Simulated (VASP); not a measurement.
# Si2W (I4/mmm) in VASP: notebook

Runs on Si2W. Level: LDA. Tasks: single point.

Everything below comes from runs of VASP 6.6.1. Logs are shortened: lines on timing, memory, paths and dates and some standing lists are left out, and cuts for length are marked.

## 1. The cell of the first run

The structure is tetragonal, space group I4/mmm (No. 139). The conventional cell has a = 3.233 Å, b = 3.233 Å, c = 7.932 Å, α = 90.00°, β = 90.00°, γ = 90.00°. Si (site symmetry 4mm) has 9 Si at 2.64 to 3.23 Å and 5 W at 2.64 Å within 3.5 Å. W (site symmetry 4/mmm) has 10 Si at 2.64 Å and 4 W at 3.23 Å within 3.5 Å.

## 2. Single point, LDA (13.82 Å³/atom)

Input file INCAR:

```
SYSTEM = Si2W
PREC = Accurate
ENCUT = 500
EDIFF = 1E-6
ISMEAR = -1
SIGMA = 0.05
LREAL = .FALSE.
LASPH = .TRUE.
NELM = 120
ALGO = Normal
ISIF = 2
LWAVE = .FALSE.
LCHARG = .TRUE.
LELF = .TRUE.
LVHAR = .TRUE.
NBANDS = 18
ISYM = 0
GGA_COMPAT = .FALSE.
```

Input file KPOINTS:

```
regular mesh
0
G
  11 11 14
  0 0 0
```

Input file POSCAR:

```
Si2W
1.0
   -1.6166360716      1.6166360716      3.9660934757
    1.6166360716     -1.6166360716      3.9660934757
    1.6166360716      1.6166360716     -3.9660934757
Si W
2 1
Direct
    0.3330000000      0.3330000000      0.0000000000
    0.6670000000      0.6670000000      0.0000000000
    0.0000000000      0.0000000000      0.0000000000
```

Potentials or basis: VASP PAW LDA potentials, release 64 (Si, W_sv).

Command:

```bash
cat potpaw_LDA.64/Si/POTCAR potpaw_LDA.64/W_sv/POTCAR > POTCAR
mpirun -np 1 vasp_std > vasp.out
```

OUTCAR:

```text
SYSTEM = Si2W
   PREC = Accurate
   ENCUT = 500
   EDIFF = 1E-6
   ISMEAR = -1
   LREAL = .FALSE.
   LASPH = .TRUE.
   NELM = 120
   ISIF = 2
   ISYM = 0

 ion  position               nearest neighbor table
   1  0.333  0.333  0.000-   2 2.64   2 2.64   2 2.64   2 2.64   3 2.64   3 2.64   3 2.64   3 2.64
                             3 2.64   2 2.65
   2  0.667  0.667  0.000-   1 2.64   1 2.64   1 2.64   1 2.64   3 2.64   3 2.64   3 2.64   3 2.64
                             3 2.64   1 2.65
   3  0.000  0.000  0.000-   1 2.64   2 2.64   2 2.64   1 2.64   2 2.64   2 2.64   2 2.64   1 2.64
                             1 2.64   1 2.64

IMPORTANT INFORMATION: All symmetrisations will be switched off!
NOSYMM: (Re-)initialisation of all symmetry stuff for point group C_1.

----------------------------------------------------------------------------------------

                                     Primitive cell

  volume of cell :      41.4617

  direct lattice vectors                    reciprocal lattice vectors
    -1.616636072  1.616636072  3.966093476     0.000000000  0.309284204  0.126068637
     1.616636072 -1.616636072  3.966093476     0.309284204  0.000000000  0.126068637
     1.616636072  1.616636072 -3.966093476     0.309284204  0.309284204  0.000000000

  length of vectors
     4.577873069  4.577873069  4.577873069     0.333991048  0.333991048  0.437393915

  position of ions in fractional coordinates (direct lattice)
     0.333000000  0.333000000  0.000000000
     0.667000000  0.667000000  0.000000000
     0.000000000  0.000000000  0.000000000

  ion indices of the primitive-cell ions
   primitive index   ion index
                 1           1
                 2           2
                 3           3

----------------------------------------------------------------------------------------

 KPOINTS: regular mesh

Automatic generation of k-mesh.
 Grid dimensions read from file:
 generate k-points for:   11   11   14

 Generating k-lattice:

  Cartesian coordinates                     Fractional coordinates (reciprocal lattice)
     0.000000000  0.028116746  0.011460785     0.090909091 -0.000000000  0.000000000
     0.028116746  0.000000000  0.011460785    -0.000000000  0.090909091  0.000000000
     0.022091729  0.022091729  0.000000000     0.000000000  0.000000000  0.071428571

  Length of vectors
     0.030362823  0.030362823  0.031242423

  Shift w.r.t. Gamma in fractional coordinates (k-lattice)
     0.000000000  0.000000000  0.000000000

[... 71 lines left out ...]
   NELM   =    120;   NELMIN=  2; NELMDL= -5     # of ELM steps
   EDIFF  = 0.1E-05   stopping-criterion for ELM
   LREAL  =      F    real-space projection
   EDIFFG = 0.1E-04   stopping-criterion for IOM
   NSW    =      0    number of steps for IOM
   IBRION =     -1    ionic relax: 0-MD 1-quasi-New 2-CG
   NFREE  =      0    steps in history (QN), initial steepest desc. (CG)
   ISIF   =      2    stress and relaxation
   ISYM   =      0    0-nonsym 1-usesym 2-fastsym
   POTIM  = 0.5000    time-step for ionic-motion
   TEBEG  =    0.0;   TEEND  =   0.0 temperature during run
   PSTRESS=    0.0 pullay stress
   NELECT =      22.0000    total number of electrons
   NUPDOWN=      -1.0000    fix difference up-down
   EMIN   =  10.00;   EMAX   =-10.00  energy-range for DOS
   EFERMI =   0.00;   METHOD = LEGACY
   ISMEAR =    -1;   SIGMA  =   0.05  broadening in eV -4-tet -1-fermi 0-gaus
   EFERMI_NEDOS =   21; number of points for ismear=-14 and -15
   IALGO  =     38    algorithm
   IMIX   =      4    mixing-type and parameters
     AMIX     =   0.40;   BMIX     =  1.00
     AMIX_MAG =   1.60;   BMIX_MAG =  1.00
  volume/ion in A,a.u.               =      13.82        93.27
  Fermi-wavevector in a.u.,A,eV,Ry     =   1.325358  2.504564 23.899641  1.756574
  Thomas-Fermi vector in A             =   2.454825
   LORBIT       =      0    0 simple, 1 ext, 2 COOP (PROOUT), +10 PAW based schemes
   GGA     = CA    functional components
   LHFCALC =     F    Hartree Fock is set to
   AEXX    =    0.0000 exact exchange contribution
   IVDW    =     0    specifies the selected vdW correction
   LEPSILON=     F    determine dielectric tensor
   LRPA    =     F    only Hartree local field effects (RPA)
 non-spin polarized calculation
  energy-cutoff  :      500.00
  volume of cell :       41.46
 maximum number of plane-waves:      1079
 NGX is ok and might be reduce to    36
   NGX = 17   NGY = 17   NGZ = 17

 number of electron      22.0000001 magnetization

 Free energy of the ion-electron system (eV)
  ---------------------------------------------------
  ext. energy  EPLUGINS =         0.00000000
  ---------------------------------------------------
  free energy    TOTEN  =       -27.28598041 eV

  energy without entropy =      -27.28363846  energy(sigma->0) =      -27.28480944

 E-fermi :  11.5418     XC(G=0): -12.5303

 val. band max:       11.5388045673   @ k =  -0.1818  -0.2727   0.2857
 cond. band min:      11.5420204013   @ k =   0.3636  -0.3636   0.4286
 fundamental gap:      0.0032158339
 Fermi energy:        11.5417658733

 k-point     1 :       0.0000    0.0000    0.0000
  band No.  band energies     occupation
      1     -61.9352      2.00000
      2     -26.4479      2.00000
      3     -26.4066      2.00000
      4     -26.4065      2.00000
      5      -2.2750      2.00000
      6       4.9025      2.00000
[... 481 lines left out ...]
      5       1.2365      2.00000
      6       2.9549      2.00000
[... 10 lines left out ...]
     17      18.5428      0.00000
     18      19.7401      0.00000

 [... further k-points ...]

------------------------ aborting loop because EDIFF is reached ----------------------------------------

  FORCE on cell =-STRESS in cart. coord.  units (eV):
  Direction    XX          YY          ZZ          XY          YZ          ZX
  --------------------------------------------------------------------------------------
  -------------------------------------------------------------------------------------
  Total       -2.4416884     -2.4416906     -3.3519267      0.0118837      0.0001197      0.0001207
  in kB      -94.3524877    -94.3525711   -129.5262012      0.4592141      0.0046273      0.0046652
  external PRESSURE =    -106.0770867 kB  Pullay stress =       0.0000000 kB

 VOLUME and BASIS-vectors are now :
 -----------------------------------------------------------------------------
  energy-cutoff  :      500.00
  volume of cell :       41.46
      direct lattice vectors                 reciprocal lattice vectors
    -1.616636072  1.616636072  3.966093476     0.000000000  0.309284204  0.126068637
     1.616636072 -1.616636072  3.966093476     0.309284204  0.000000000  0.126068637
     1.616636072  1.616636072 -3.966093476     0.309284204  0.309284204  0.000000000

 POSITION                                       TOTAL-FORCE (eV/Angst)
 -----------------------------------------------------------------------------------
      0.00000      0.00000      2.64142        -0.000411     -0.000411      0.353642
      0.00000      0.00000      5.29077         0.000411      0.000411     -0.353642
      0.00000      0.00000      0.00000         0.000000     -0.000000     -0.000000
 -----------------------------------------------------------------------------------
    total drift:                                0.000000     -0.000000      0.000000

  FREE ENERGIE OF THE ION-ELECTRON SYSTEM (eV)
  ---------------------------------------------------
  free  energy   TOTEN  =       -27.2859804143 eV

  energy  without entropy=      -27.2836384601  energy(sigma->0) =      -27.28480944
```

OSZICAR:

```text
N       E                     dE             d eps       ncg     rms          rms(c)
DAV:   1     0.125765238705E+03    0.12577E+03   -0.10590E+04 30528   0.119E+03
DAV:   2    -0.236746061580E+02   -0.14944E+03   -0.14599E+03 35112   0.315E+02
DAV:   3    -0.281522184257E+02   -0.44776E+01   -0.44199E+01 38250   0.491E+01
DAV:   4    -0.281936179622E+02   -0.41400E-01   -0.41337E-01 36482   0.498E+00
DAV:   5    -0.281940800556E+02   -0.46209E-03   -0.46206E-03 36252   0.560E-01    0.241E+01
DAV:   6    -0.274152317051E+02    0.77885E+00   -0.36912E+00 32768   0.131E+01    0.799E+00
DAV:   7    -0.273159035249E+02    0.99328E-01   -0.32106E-01 32462   0.313E+00    0.454E+00
DAV:   8    -0.272867507100E+02    0.29153E-01   -0.60498E-02 34242   0.179E+00    0.302E-01
DAV:   9    -0.272861667891E+02    0.58392E-03   -0.13042E-03 35800   0.290E-01    0.185E-01
DAV:  10    -0.272859873933E+02    0.17940E-03   -0.31353E-04 36214   0.157E-01    0.403E-02
DAV:  11    -0.272859804534E+02    0.69399E-05   -0.43764E-05 34424   0.488E-02    0.203E-02
DAV:  12    -0.272859804143E+02    0.39126E-07   -0.21876E-06 26426   0.967E-03
   1 F= -.27285980E+02 E0= -.27284809E+02  d E =-.234195E-02
```

stdout:

```text
POSCAR found type information on POSCAR SiW
 POSCAR found :  2 types and       3 ions
 scaLAPACK will be used
 LDA part: xc-table for (Slater(with rela. corr.)+CA(PZ))
 , standard interpolation
 -----------------------------------------------------------------------------
|                                                                             |
|           W    W    AA    RRRRR   N    N  II  N    N   GGGG   !!!           |
|           W    W   A  A   R    R  NN   N  II  NN   N  G    G  !!!           |
|           W    W  A    A  R    R  N N  N  II  N N  N  G       !!!           |
|           W WW W  AAAAAA  RRRRR   N  N N  II  N  N N  G  GGG   !            |
|           WW  WW  A    A  R   R   N   NN  II  N   NN  G    G                |
|           W    W  A    A  R    R  N    N  II  N    N   GGGG   !!!           |
|                                                                             |
|     Your reciprocal lattice and k-lattice belong to different lattice       |
|     classes:                                                                |
|                                                                             |
|        The reciprocal lattice is body-centered tetragonal,                  |
|        whereas your k-lattice is base-centered monoclinic.                  |
|                                                                             |
|     Results are often still useful ...                                      |
|                                                                             |
 -----------------------------------------------------------------------------

 POSCAR, INCAR and KPOINTS ok, starting setup
 FFT: planning ... GRIDC
 FFT: planning ... GRID_SOFT
 FFT: planning ... GRID
 WAVECAR not read
 entering main loop
```

Wall time 16 min (1 thread of AMD EPYC 9R14 (Zen 4), shared host); peak memory 0.59 GiB.

What came out:

| Quantity | Value |
| --- | --- |
| Free energy | -27.2860 eV |
| Pressure | -10.6 GPa |
| Largest force | 0.354 eV/Å |
| Band gap on the k mesh | zero (bands 11 and 12 overlap by 1.22 eV) |

Forces on the atoms (eV/Å):
```
Si   0.000  0.000  0.354
Si   0.000  0.000 -0.354
W    0.000  0.000  0.000
```

Levels at points of the mesh, in eV from the Fermi level:
| k point | band 7 | band 8 | band 9 | band 10 | band 11 | band 12 | band 13 | band 14 | band 15 | band 16 |
| --- | --- | --- | --- | --- | --- | --- | --- | --- | --- | --- |
| (0.00, 0.00, 0.00) | -3.83 | -3.21 | -2.78 | -2.78 | 0.64 | 2.55 | 3.04 | 3.17 | 3.17 | 4.38 |
| (0.00, 0.00, 0.50) | -5.85 | -5.54 | -4.92 | -3.18 | -1.59 | 2.56 | 2.82 | 2.96 | 3.67 | 4.40 |

Caveat: the cell stands under tension; spin-orbit coupling is left out, which moves the levels of the heavy elements.

## 3. Single point, LDA (12.74 Å³/atom)

This run uses another cell than the first one, of 12.74 Å³/atom.

Input file INCAR:

```
SYSTEM = Si2W
ALGO     = Normal         ! electronic algorithm
EDIFF    = 1E-7           ! SCF threshold, eV
ENCUT    = 520            ! plane-wave cutoff, eV
GGA      = CA             ! functional
ISIF     = 2              ! what is computed and relaxed
ISMEAR   = -1             ! smearing method
ISYM     = 0            
LASPH    = .TRUE.         ! aspherical terms in the spheres
LCHARG   = .FALSE.        ! write CHGCAR
LREAL    = .FALSE.        ! projectors in reciprocal space
LWAVE    = .FALSE.        ! write WAVECAR
NBANDS   = 18             ! bands
NELM     = 80             ! most SCF steps
PREC     = Accurate       ! precision mode
SIGMA    = 0.05           ! smearing width, eV
```

Input file KPOINTS:

```
k-points
0
G
  11 11 14
  0 0 0
```

Input file POSCAR:

```
Si2W
1.0
   -1.5732152906      1.5732152906      3.8595692683
    1.5732152906     -1.5732152906      3.8595692683
    1.5732152906      1.5732152906     -3.8595692683
Si W
2 1
Direct
    0.3330000000      0.3330000000      0.0000000000
    0.6670000000      0.6670000000      0.0000000000
    0.0000000000      0.0000000000      0.0000000000
```

Potentials or basis: VASP PAW LDA potentials, release 64 (Si, W_sv).

Command:

```bash
cat potpaw_LDA.64/Si/POTCAR potpaw_LDA.64/W_sv/POTCAR > POTCAR
mpirun -np 1 vasp_std > vasp.out
```

It took 10 min on 1 thread of Intel Xeon Platinum 8259CL at 2.50GHz (Skylake/Cascade Lake), shared host; peak memory 0.62 GiB.

It converged, with:

```yaml
Free_energy: -27.3189 eV
Pressure: 8.6 GPa
Largest_force: 0.185 eV/Å
Band_gap_on_the_k_mesh: zero (bands 11 and 12 overlap by 1.35 eV)
```

Forces in eV/Å, atoms in the order of the input:
```
Si   0.000  0.000  0.185
Si   0.000  0.000 -0.185
W    0.000  0.000  0.000
```

Stress tensor (GPa, compression positive):
```
9.10 0.04 0.00
0.04 9.10 0.00
0.00 0.00 7.74
```

Levels at points of the mesh, in eV from the Fermi level:
```csv
k point,band 7,band 8,band 9,band 10,band 11,band 12,band 13,band 14,band 15,band 16
"(0.00, 0.00, 0.00)",-3.74,-3.63,-3.03,-3.03,0.70,2.72,3.06,3.39,3.39,4.84
"(0.00, 0.00, 0.50)",-6.23,-5.52,-5.26,-3.54,-1.61,2.88,3.19,3.38,3.95,4.46
```

Caveat: the cell stands under pressure; spin-orbit coupling is left out, which moves the levels of the heavy elements.
